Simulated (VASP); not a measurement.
Runs of VASP 6.6.1 on CuAu. The structure is that of space group P4/mmm (No. 123), or close to it. The cells are those of the table. 

| cell | gap on the mesh (eV) | pressure (GPa) |
| --- | --- | --- |
| a = 2.716, b = 2.716, c = 3.780 Å, 2 atoms | none | 4.3 |
| a = 2.716, b = 2.716, c = 3.725 Å, 2 atoms | none | 7.0 |
| a = 2.716, b = 2.716, c = 3.615 Å, 2 atoms | none | (b) |
| a = 2.758, b = 2.758, c = 3.615 Å, 2 atoms | none | (a) |
| a = 2.758, b = 2.758, c = 3.560 Å, 2 atoms | none | 10.0 |

Alike in all rows: task single point; level PBEsol; potentials or basis VASP PAW PBE potentials, release 64 (Cu, Au); no spin polarisation; k mesh 18 × 18 × 14; cutoff (eV) 520; smearing gaussian 0.15 eV.

Question: Fill in the values left out.

Answer: (a) 6.5; (b) 13.1.

Caveats: the cell stands under pressure; the PAW data sets were made with another functional, which shifts forces and pressure a little; spin-orbit coupling is left out, which moves the levels of the heavy elements.

A k mesh can miss the band edges, and the runs leave out spin-orbit coupling on Au.

A gap of «none» marks levels without a gap at the run's occupations.
